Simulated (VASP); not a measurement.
A run of VASP 6.6.1 is set up as follows.

Contents of INCAR:

```
SYSTEM = Te2Mo
PREC     = Accurate       ! precision mode
ENCUT    = 520            ! plane-wave cutoff, eV
EDIFF    = 1E-6           ! SCF threshold, eV
ISMEAR   = 0              ! smearing method
SIGMA    = 0.05           ! smearing width, eV
LREAL    = .False.        ! projectors in reciprocal space
LASPH    = .True.         ! aspherical terms in the spheres
NELM     = 100            ! most SCF steps
ALGO     = Normal         ! electronic algorithm
ISIF     = 2              ! what is computed and relaxed
LWAVE    = .False.        ! write WAVECAR
LCHARG   = .False.        ! write CHGCAR
GGA      = PE             ! functional
NBANDS   = 35             ! bands
```

The input KPOINTS:

```
Automatic mesh
0
Gamma
  12 12 2
  0 0 0
```

File POSCAR:

```
Te2Mo
1.0
    3.5570664331      0.0000000000      0.0000000000
   -1.7785332165      3.0805098940      0.0000000000
    0.0000000000      0.0000000000     14.8246006916
Te Mo
4 2
Direct
    0.3333333333      0.6666666667      0.6310943552
    0.6666666667      0.3333333333      0.1310943552
    0.3333333333      0.6666666667      0.8689056448
    0.6666666667      0.3333333333      0.3689056448
    0.3333333333      0.6666666667      0.2500000000
    0.6666666667      0.3333333333      0.7500000000
```

Potentials or basis: VASP PAW PBE potentials, release 64 (Te, Mo_sv).

The run is started by

```console
$ cat potpaw_PBE.64/Te/POTCAR potpaw_PBE.64/Mo_sv/POTCAR > POTCAR
$ mpirun -np 1 vasp_std > vasp.out
```

Q: Estimate the pressure.

A: 2.7 GPa.

Q: Predict the largest force.

A: 0.643 eV/Å.

Q: What does it give for the band gap on the k mesh?

A: 0.90 eV, indirect (least direct gap 0.97 eV).

Forces on the atoms (eV/Å):
```
Te   0.000  0.000 -0.643
Te   0.000  0.000 -0.643
Te   0.000  0.000  0.643
Te   0.000  0.000  0.643
Mo   0.000  0.000  0.000
Mo   0.000  0.000  0.000
```

Caveat: the cell differs from its parent crystal (strain +0.000 along x and y, -0.025 along z); spin-orbit coupling is left out, which moves the levels of the heavy elements; this functional lacks dispersion, which binds the layers, so the pressure and a relaxed spacing across them are unreliable. A k mesh can miss the band edges.
